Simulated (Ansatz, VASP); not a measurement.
# One calculation of SnO2, two programs

File INCAR:

```
ALGO     = Normal         # electronic algorithm
EDIFF    = 1E-6           # SCF threshold, eV
ENCUT    = 520            # plane-wave cutoff, eV
GGA      = PS             # functional
ISIF     = 2              # what is computed and relaxed
ISMEAR   = 0              # smearing method
LASPH    = T              # aspherical terms in the spheres
LCHARG   = F              # write CHGCAR
LREAL    = F              # projectors in reciprocal space
LWAVE    = F              # write WAVECAR
NBANDS   = 64             # bands
NELM     = 80             # most SCF steps
PREC     = Accurate       # precision mode
SIGMA    = 0.05           # smearing width, eV
```

KPOINTS

```
k-points
0
Gamma
  6 6 6
```

File POSCAR:

```
SnO2
1.0
    3.1636309055      1.8265231549      4.9110097089
   -3.1636309055      1.8265231549      4.9110097089
    0.0000000000     -3.6530463097      4.9110097089
Sn O
4 8
Direct
    0.8646807174      0.8646807174      0.8646807174
    0.3648245829      0.3648245829      0.8648190111
    0.3648245829      0.8648190111      0.3648245829
    0.8648190111      0.3648245829      0.3648245829
    0.1235003534      0.6233501671      0.6233501671
    0.6233501671      0.1235003534      0.6233501671
    0.6233501671      0.6233501671      0.1235003534
    0.6062113146      0.6062113146      0.6062113146
    0.1234715296      0.1234715296      0.1234715296
    0.1060883083      0.1060883083      0.6062369573
    0.1060883083      0.6062369573      0.1060883083
    0.6062369573      0.1060883083      0.1060883083
```

Input for Ansatz:

```yaml
crystal:
  lattice:
    - [3.1636309055, 1.8265231549, 4.9110097089]
    - [-3.1636309055, 1.8265231549, 4.9110097089]
    - [0.0, -3.6530463097, 4.9110097089]
  atoms:
    - { symbol: Sn, position: [0.8646807174, 0.8646807174, 0.8646807174] }
    - { symbol: Sn, position: [0.3648245829, 0.3648245829, 0.8648190111] }
    - { symbol: Sn, position: [0.3648245829, 0.8648190111, 0.3648245829] }
    - { symbol: Sn, position: [0.8648190111, 0.3648245829, 0.3648245829] }
    - { symbol: O, position: [0.1235003534, 0.6233501671, 0.6233501671] }
    - { symbol: O, position: [0.6233501671, 0.1235003534, 0.6233501671] }
    - { symbol: O, position: [0.6233501671, 0.6233501671, 0.1235003534] }
    - { symbol: O, position: [0.6062113146, 0.6062113146, 0.6062113146] }
    - { symbol: O, position: [0.1234715296, 0.1234715296, 0.1234715296] }
    - { symbol: O, position: [0.1060883083, 0.1060883083, 0.6062369573] }
    - { symbol: O, position: [0.1060883083, 0.6062369573, 0.1060883083] }
    - { symbol: O, position: [0.6062369573, 0.1060883083, 0.1060883083] }
basis:
  ecutwfc: 520.0
kpoints:
  mp_grid: { grid: [6, 6, 6] }
hamiltonian:
  xc: pbesol
  pseudopotentials: { kind: paw, azcp: { folder: soft_1 } }
scf:
  occupations: { method: gaussian, width: 0.05 }
output:
  forces: true
  stress: true
  eigenvalues: true
```

Alike in both runs: task single point; functional PBEsol; k mesh 6 × 6 × 6; occupations gaussian, width 0.05 eV; no spin polarisation.

|  | VASP | Ansatz |
| --- | --- | --- |
| version | VASP 6.6.1 | Ansatz 0.2.0 |
| potentials or method | VASP PAW PBE potentials, release 64 (Sn_d, O), cutoff 520 eV | scalar-relativistic, plane waves, PAW |
| valence electrons in the cell | 104 | 104 |

```tsv
	VASP	Ansatz	Ansatz less VASP
gap on the k mesh at the Fermi level (eV)	2.09	2.11	+0.022
least direct gap on the mesh (eV)	2.09	2.11	+0.023
pressure (GPa)	-3.9	-4.5	-0.64
traceless stress, the component that is largest in VASP (GPa)	-5.49	-5.16	+0.337
rms of the force components (eV/Å)	0.508	0.539	+0.0301
```

VASP's potentials were made for PBE, not for PBEsol, and Ansatz warns of the same on its side. Atom by atom the forces differ by 0.030 eV/Å (rms over components).
